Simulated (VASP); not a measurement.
# AlNi (P4/mmm) in VASP: notebook, part 2 of 2

VASP 6.6.1.

## Step 4: Single point, PBE

This run uses another cell than the first one, of 11.78 Å³/atom.

File INCAR:

```
SYSTEM = AlNi
PREC = Accurate ; ENCUT = 520
EDIFF = 1E-6 ; ISMEAR = 0
SIGMA = 0.15 ; LREAL = .False.
LASPH = .True. ; NELM = 60
ALGO = Fast ; ISIF = 2
LWAVE = .False. ; LCHARG = .True.
GGA = PE ; LELF = .True.
LVHAR = .True. ; NBANDS = 14
```

File KPOINTS:

```
regular mesh
0
Gamma
  16 16 16
  0 0 0
```

File POSCAR:

```
AlNi
1.0
    2.0426321469     -2.0425983450      0.0000000000
    2.0426321469      2.0425983450      0.0000000000
    0.0000000000      0.0000000000      2.8231000000
Al Ni
1 1
Direct
    0.0000000000      0.0000000000      0.0000000000
    0.5000000000      0.5000000000      0.5000000000
```

Potentials or basis: VASP PAW PBE potentials, release 64 (Al, Ni).

The run is started by

```bash
cat potpaw_PBE.64/Al/POTCAR potpaw_PBE.64/Ni/POTCAR > POTCAR
mpirun -np 1 vasp_std > vasp.out
```

OUTCAR:

```text
SYSTEM = AlNi
   PREC = Accurate
   ENCUT = 520
   EDIFF = 1E-6
   ISMEAR = 0
   LREAL = .False.
   LASPH = .True.
   NELM = 60
   ISIF = 2
   GGA = PE

 ion  position               nearest neighbor table
   1  0.000  0.000  0.000-   2 2.48   2 2.48   2 2.48   2 2.48   2 2.48   2 2.48   2 2.48   2 2.48

   2  0.500  0.500  0.500-   1 2.48   1 2.48   1 2.48   1 2.48   1 2.48   1 2.48   1 2.48   1 2.48

  LATTYP: Found a base centered orthorhombic cell.
 ALAT       =     4.0851966900
 B/A-ratio  =     1.0000165485
 C/A-ratio  =     0.6910560774

  Lattice vectors:

 A1 = (  -2.0426321469,  -2.0425983450,   0.0000000000)
 A2 = (   2.0426321469,  -2.0425983450,   0.0000000000)
 A3 = (   0.0000000000,   0.0000000000,   2.8231000000)

Analysis of symmetry for initial positions (statically):
=====================================================================
 Subroutine PRICEL returns:
 Original cell was already a primitive cell.

 Routine SETGRP: Setting up the symmetry group for a
 base centered orthorhombic supercell.

 Subroutine GETGRP returns: Found  8 space group operations
 (whereof  8 operations were pure point group operations)
 out of a pool of  8 trial point group operations.

The static configuration has the point symmetry D_2h.

Analysis of symmetry for dynamics (positions and initial velocities):
=====================================================================
 Subroutine PRICEL returns:
 Original cell was already a primitive cell.

 Routine SETGRP: Setting up the symmetry group for a
 base centered orthorhombic supercell.

 Subroutine GETGRP returns: Found  8 space group operations
 (whereof  8 operations were pure point group operations)
 out of a pool of  8 trial point group operations.

The dynamic configuration has the point symmetry D_2h.

 Subroutine INISYM returns: Found  8 space group operations
 (whereof  8 operations are pure point group operations),
 and found     1 'primitive' translations

----------------------------------------------------------------------------------------

                                     Primitive cell

[... 117 lines left out ...]
   AEXX    =    0.0000 exact exchange contribution
   IVDW    =     0    specifies the selected vdW correction
   LEPSILON=     F    determine dielectric tensor
   LRPA    =     F    only Hartree local field effects (RPA)
 non-spin polarized calculation
 RMM-DIIS sequential band-by-band and
 Gauss-broadening in eV      SIGMA  =   0.15
  energy-cutoff  :      520.00
  volume of cell :       23.56
 maximum number of plane-waves:       650
 NGX is ok and might be reduce to    24
   NGX = 11   NGY = 11   NGZ = 11

 number of electron      13.0000010 magnetization

 Free energy of the ion-electron system (eV)
  ---------------------------------------------------
  ext. energy  EPLUGINS =         0.00000000
  ---------------------------------------------------
  free energy    TOTEN  =       -10.53184867 eV

  energy without entropy =      -10.52275681  energy(sigma->0) =      -10.52730274

 E-fermi :  10.2261     XC(G=0): -12.1203

 val. band max:       10.2146657952   @ k =   0.5000   0.4375   0.3125
 cond. band min:      10.2349926912   @ k =   0.5000   0.3750   0.3750
 fundamental gap:      0.0203268959
 Fermi energy:        10.2260841875

 k-point     1 :       0.0000    0.0000    0.0000
  band No.  band energies     occupation
      1      -1.0230      2.00000
      2       6.9163      2.00000
      3       6.9372      2.00000
      4       8.6107      2.00000
      5       8.6779      2.00000
      6       8.6779      2.00000
      7      15.5134      0.00000
      8      15.5135      0.00000
      9      16.3522      0.00000
     10      18.3034      0.00000
     11      18.4676      0.00000
     12      24.2642      0.00000
     13      30.9768      0.00000
     14      31.5150      0.00000
[... 377 lines left out ...]
      1      -0.8799      2.00000
      2       6.9172      2.00000
      3       6.9569      2.00000
      4       8.5441      2.00000
      5       8.6461      2.00000
      6       8.6591      2.00000
      7      14.7023      0.00000
      8      14.9908      0.00000
      9      16.5367      0.00000
     10      18.8797      0.00000
     11      19.3471      0.00000
     12      24.6978      0.00000
     13      29.1760      0.00000
     14      30.6681      0.00000

 [... further k-points ...]
[... 5 lines left out ...]
  --------------------------------------------------------------------------------------
  -------------------------------------------------------------------------------------
  Total        0.5694859      0.5701033      0.8976573      0.0000000      0.0000000      0.0000000
  in kB       38.7314868     38.7734735     61.0508577      0.0000000      0.0000000      0.0000000
  external PRESSURE =      46.1852727 kB  Pullay stress =       0.0000000 kB

 VOLUME and BASIS-vectors are now :
 -----------------------------------------------------------------------------
  energy-cutoff  :      520.00
  volume of cell :       23.56
      direct lattice vectors                 reciprocal lattice vectors
     2.042632147 -2.042598345  0.000000000     0.244782205 -0.244786255  0.000000000
     2.042632147  2.042598345  0.000000000     0.244782205  0.244786255  0.000000000
     0.000000000  0.000000000  2.823100000     0.000000000  0.000000000  0.354220538

 POSITION                                       TOTAL-FORCE (eV/Angst)
 -----------------------------------------------------------------------------------
      0.00000      0.00000      0.00000         0.000000      0.000000      0.000000
      2.04263      0.00000      1.41155        -0.000000      0.000000      0.000000
 -----------------------------------------------------------------------------------
    total drift:                                0.000000     -0.000000     -0.000000

  FREE ENERGIE OF THE ION-ELECTRON SYSTEM (eV)
  ---------------------------------------------------
  free  energy   TOTEN  =       -10.5318486711 eV

  energy  without entropy=      -10.5227568106  energy(sigma->0) =      -10.52730274
```

OSZICAR:

```text
N       E                     dE             d eps       ncg     rms          rms(c)
DAV:   1     0.411559395793E+02    0.41156E+02   -0.53685E+03 18660   0.975E+02
DAV:   2    -0.102243996810E+02   -0.51380E+02   -0.46481E+02 19620   0.181E+02
DAV:   3    -0.119625732469E+02   -0.17382E+01   -0.17209E+01 23342   0.367E+01
DAV:   4    -0.119856679258E+02   -0.23095E-01   -0.23088E-01 21734   0.387E+00
DAV:   5    -0.119863645943E+02   -0.69667E-03   -0.69665E-03 23904   0.732E-01    0.120E+01
RMM:   6    -0.138076948864E+02   -0.18213E+01   -0.13746E+01 22349   0.462E+01    0.165E+01
RMM:   7    -0.105455377954E+02    0.32622E+01   -0.38332E+00 20666   0.239E+01    0.117E+00
RMM:   8    -0.105408376642E+02    0.47001E-02   -0.76264E-02 19738   0.268E+00    0.663E-01
RMM:   9    -0.105351605363E+02    0.56771E-02   -0.23882E-02 21012   0.985E-01    0.515E-01
RMM:  10    -0.105318193298E+02    0.33412E-02   -0.66408E-03 22707   0.102E+00    0.124E-01
RMM:  11    -0.105320137906E+02   -0.19446E-03   -0.70756E-04 24926   0.310E-01    0.129E-01
RMM:  12    -0.105318375156E+02    0.17627E-03   -0.31606E-04 24776   0.195E-01    0.172E-02
RMM:  13    -0.105318464596E+02   -0.89440E-05   -0.86875E-05 25500   0.611E-02    0.135E-02
RMM:  14    -0.105318496145E+02   -0.31548E-05   -0.16089E-05 25125   0.297E-02    0.168E-02
RMM:  15    -0.105318485973E+02    0.10172E-05   -0.35294E-06 20826   0.186E-02    0.671E-03
RMM:  16    -0.105318486711E+02   -0.73849E-07   -0.89975E-07 12823   0.688E-03
   1 F= -.10531849E+02 E0= -.10527303E+02  d E =-.909186E-02
```

stdout:

```text
POSCAR found type information on POSCAR AlNi
 POSCAR found :  2 types and       2 ions
 scaLAPACK will be used
 LDA part: xc-table for (Slater+PW92), standard interpolation
 POSCAR, INCAR and KPOINTS ok, starting setup
 FFT: planning ... GRIDC
 FFT: planning ... GRID_SOFT
 FFT: planning ... GRID
 WAVECAR not read
 entering main loop
WARNING in EDDRMM: call to ZHEGV failed, returncode =   8  4     14
WARNING in EDDRMM: call to ZHEGV failed, returncode =   6  3     14
WARNING in EDDRMM: call to ZHEGV failed, returncode =   8  4     14
```

Wall time 2.6 min (1 thread of Intel Xeon Platinum 8488C (Sapphire Rapids), shared host); peak memory 0.33 GiB.

Results:

- Free energy: -10.5318 eV
- Pressure: 4.6 GPa
- Band gap on the k mesh: zero (an odd number of electrons rules out a gap without spin polarisation)

Caveat: the cell stands under pressure. Spin polarisation is off, so any magnetic state and its effect on volume and gap are missing.

## Step 5: Single point, PBE

This run uses another cell than the first one, of 12.32 Å³/atom.

File INCAR:

```
PREC = Accurate
ENCUT = 520
EDIFF = 1E-6
ISMEAR = 0
SIGMA = 0.15
LREAL = F
LASPH = T
NELM = 60
ALGO = Fast
ISIF = 2
LWAVE = F
LCHARG = F
GGA = PE
NBANDS = 14
```

File KPOINTS:

```
Automatic mesh
0
Gamma
  16 16 16
```

File POSCAR:

```
AlNi
1.0
    2.0085534309     -2.0085201929      0.0000000000
    2.0085534309      2.0085201929      0.0000000000
    0.0000000000      0.0000000000      3.0551000000
Al Ni
1 1
Direct
    0.0000000000      0.0000000000      0.0000000000
    0.5000000000      0.5000000000      0.5000000000
```

Potentials or basis: VASP PAW PBE potentials, release 64 (Al, Ni).

The run is started by

```bash
cat potpaw_PBE.64/Al/POTCAR potpaw_PBE.64/Ni/POTCAR > POTCAR
mpirun -np 1 vasp_std > vasp.out
```

OUTCAR:

```text
PREC = Accurate
   ENCUT = 520
   EDIFF = 1E-6
   ISMEAR = 0
   LREAL = F
   LASPH = T
   NELM = 60
   ISIF = 2
   GGA = PE

 ion  position               nearest neighbor table
   1  0.000  0.000  0.000-   2 2.52   2 2.52   2 2.52   2 2.52   2 2.52   2 2.52   2 2.52   2 2.52

   2  0.500  0.500  0.500-   1 2.52   1 2.52   1 2.52   1 2.52   1 2.52   1 2.52   1 2.52   1 2.52

  LATTYP: Found a base centered orthorhombic cell.
 ALAT       =     4.0170403858
 B/A-ratio  =     1.0000165485
 C/A-ratio  =     0.7605350473

  Lattice vectors:
[... 589 lines left out ...]
      9      15.2567      0.00000
     10      17.4289      0.00000
     11      19.2371      0.00000
     12      23.7132      0.00000
     13      28.6797      0.00000
     14      28.8244      0.00000

 [... further k-points ...]
[... 5 lines left out ...]
  --------------------------------------------------------------------------------------
  -------------------------------------------------------------------------------------
  Total       -0.1895621     -0.1890436     -0.8213498     -0.0000000      0.0000000      0.0000000
  in kB      -12.3210292    -12.2873334    -53.3855517     -0.0000000      0.0000000      0.0000000
  external PRESSURE =     -25.9979715 kB  Pullay stress =       0.0000000 kB

 VOLUME and BASIS-vectors are now :
 -----------------------------------------------------------------------------
  energy-cutoff  :      520.00
  volume of cell :       24.65
      direct lattice vectors                 reciprocal lattice vectors
     2.008553431 -2.008520193  0.000000000     0.248935374 -0.248939494  0.000000000
     2.008553431  2.008520193  0.000000000     0.248935374  0.248939494  0.000000000
     0.000000000  0.000000000  3.055100000     0.000000000  0.000000000  0.327321528

 POSITION                                       TOTAL-FORCE (eV/Angst)
 -----------------------------------------------------------------------------------
      0.00000      0.00000      0.00000         0.000000      0.000000      0.000000
      2.00855      0.00000      1.52755         0.000000      0.000000      0.000000
 -----------------------------------------------------------------------------------
    total drift:                                0.000000     -0.000000     -0.000000

  FREE ENERGIE OF THE ION-ELECTRON SYSTEM (eV)
  ---------------------------------------------------
  free  energy   TOTEN  =       -10.5234399723 eV

  energy  without entropy=      -10.5124709888  energy(sigma->0) =      -10.51795548
```

OSZICAR:

```text
N       E                     dE             d eps       ncg     rms          rms(c)
DAV:   1     0.407532337663E+02    0.40753E+02   -0.53484E+03 18594   0.959E+02
DAV:   2    -0.102101644825E+02   -0.50963E+02   -0.45943E+02 19698   0.178E+02
DAV:   3    -0.119240203578E+02   -0.17139E+01   -0.16987E+01 23382   0.365E+01
DAV:   4    -0.119469299975E+02   -0.22910E-01   -0.22903E-01 21648   0.384E+00
DAV:   5    -0.119476238898E+02   -0.69389E-03   -0.69388E-03 23998   0.728E-01    0.118E+01
RMM:   6    -0.141065143867E+02   -0.21589E+01   -0.14674E+01 22319   0.477E+01    0.174E+01
RMM:   7    -0.105414260615E+02    0.35651E+01   -0.41384E+00 20519   0.248E+01    0.103E+00
RMM:   8    -0.105327489059E+02    0.86772E-02   -0.97019E-02 19527   0.303E+00    0.679E-01
RMM:   9    -0.105267967261E+02    0.59522E-02   -0.26409E-02 20711   0.972E-01    0.518E-01
RMM:  10    -0.105234244990E+02    0.33722E-02   -0.66473E-03 22557   0.101E+00    0.119E-01
RMM:  11    -0.105236143387E+02   -0.18984E-03   -0.73582E-04 24732   0.325E-01    0.132E-01
RMM:  12    -0.105234295883E+02    0.18475E-03   -0.33887E-04 24608   0.203E-01    0.189E-02
RMM:  13    -0.105234381628E+02   -0.85745E-05   -0.81853E-05 25370   0.603E-02    0.122E-02
RMM:  14    -0.105234397383E+02   -0.15755E-05   -0.15783E-05 25089   0.259E-02    0.402E-03
RMM:  15    -0.105234399723E+02   -0.23403E-06   -0.14831E-06 14667   0.110E-02
   1 F= -.10523440E+02 E0= -.10517955E+02  d E =-.109690E-01
```

stdout:

```text
POSCAR found type information on POSCAR AlNi
 POSCAR found :  2 types and       2 ions
 scaLAPACK will be used
 LDA part: xc-table for (Slater+PW92), standard interpolation
 POSCAR, INCAR and KPOINTS ok, starting setup
 FFT: planning ... GRIDC
 FFT: planning ... GRID_SOFT
 FFT: planning ... GRID
 WAVECAR not read
 entering main loop
WARNING in EDDRMM: call to ZHEGV failed, returncode =   8  4     13
WARNING in EDDRMM: call to ZHEGV failed, returncode =   8  4     14
WARNING in EDDRMM: call to ZHEGV failed, returncode =   6  3     13
```

Wall time 100 s (1 thread of Intel Xeon Platinum 8488C (Sapphire Rapids), shared host); peak memory 0.33 GiB.

What came out:

```
Free energy            : -10.5234 eV
Pressure               : -2.6 GPa
Band gap on the k mesh : zero (an odd number of electrons rules out a gap without spin polarisation)
```

## Step 6: Overview

| cell | gap on the mesh (eV) | pressure (GPa) |
| --- | --- | --- |
| a = 2.792, b = 2.792, c = 2.978 Å, 2 atoms | none | 7.4 |
| a = 2.841, b = 2.841, c = 2.900 Å, 2 atoms | none | 5.8 |
| a = 2.889, b = 2.889, c = 2.823 Å, 2 atoms | none | 4.6 |
| a = 2.841, b = 2.841, c = 3.055 Å, 2 atoms | none | -2.6 |

Alike in all rows: task single point; level PBE; potentials or basis VASP PAW PBE potentials, release 64 (Al, Ni); no spin polarisation; k mesh 16 × 16 × 16; cutoff (eV) 520; smearing gaussian 0.15 eV.

Caveats: the cell stands under pressure (at least some runs).

Absolute energies hang on the potentials; compare differences alone.

The gap in the log of VASP goes by the Fermi energy; the results here count the filled bands.